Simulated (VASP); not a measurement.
Here is a VASP 6.6.1 calculation.

Contents of POSCAR:

```
C
1.0
    0.0000000000     -1.7834000000     -1.7834000000
   -1.7834000000      0.0000000000     -1.7834000000
    1.7834000000      1.7834000000     -3.5668000000
C
4
Direct
    0.7985603568      0.7985603568      0.7338132144
    0.2985603568      0.2985603568      0.2338132144
    0.3264396432      0.3264396432      0.8911867856
    0.8264396432      0.8264396432      0.3911867856
```

The input INCAR.step1:

```
SYSTEM = C
PREC     = Accurate       ! precision mode
ENCUT    = 520            ! plane-wave cutoff, eV
ISMEAR   = 0              ! smearing method
SIGMA    = 0.05           ! smearing width, eV
LREAL    = .False.        ! projectors in reciprocal space
LASPH    = .True.         ! aspherical terms in the spheres
NELM     = 100            ! most SCF steps
NBANDS   = 16             ! bands
GGA      = PE             ! functional
ALGO     = Normal         ! electronic algorithm
EDIFF    = 1E-4           ! SCF threshold, eV
LWAVE    = .True.         ! write WAVECAR
LCHARG   = .False.        ! write CHGCAR
```

INCAR.step2

```
SYSTEM = C
PREC     = Accurate       ! precision mode
ENCUT    = 520            ! plane-wave cutoff, eV
EDIFF    = 1E-6           ! SCF threshold, eV
ISMEAR   = 0              ! smearing method
SIGMA    = 0.05           ! smearing width, eV
LREAL    = .False.        ! projectors in reciprocal space
LASPH    = .True.         ! aspherical terms in the spheres
NELM     = 100            ! most SCF steps
ALGO     = Normal         ! electronic algorithm
ISIF     = 2              ! what is computed and relaxed
LWAVE    = .False.        ! write WAVECAR
LCHARG   = .True.         ! write CHGCAR
METAGGA  = R2SCAN         ! meta-GGA
LMIXTAU  = .True.       
LELF     = .True.         ! ELF
LVHAR    = .True.       
NBANDS   = 16             ! bands
ISTART   = 1
```

File KPOINTS:

```
Automatic mesh
0
Gamma
  12 12 10
  0 0 0
```

Potentials or basis: VASP PAW PBE potentials, release 64 (C).

The run is started by

```sh
$ cat potpaw_PBE.64/C/POTCAR > POTCAR
$ cp INCAR.step1 INCAR
$ mpirun -np 1 vasp_std > vasp.out
$ cp INCAR.step2 INCAR
$ mpirun -np 1 vasp_std > vasp.out
```

Question: What does it give for the pressure?

Answer: 24.9 GPa.

Question: Estimate the largest force.

Answer: 4.171 eV/Å.

Stress tensor (GPa, compression positive):
```
24.91 39.85 39.85
39.85 24.91 39.85
39.85 39.85 24.92
```

Caveat: the cell differs from its parent crystal (mode 10 (1316.4 1/cm) frozen in, largest displacement -0.200 Å); the PAW data sets were made with another functional, which shifts forces and pressure a little.
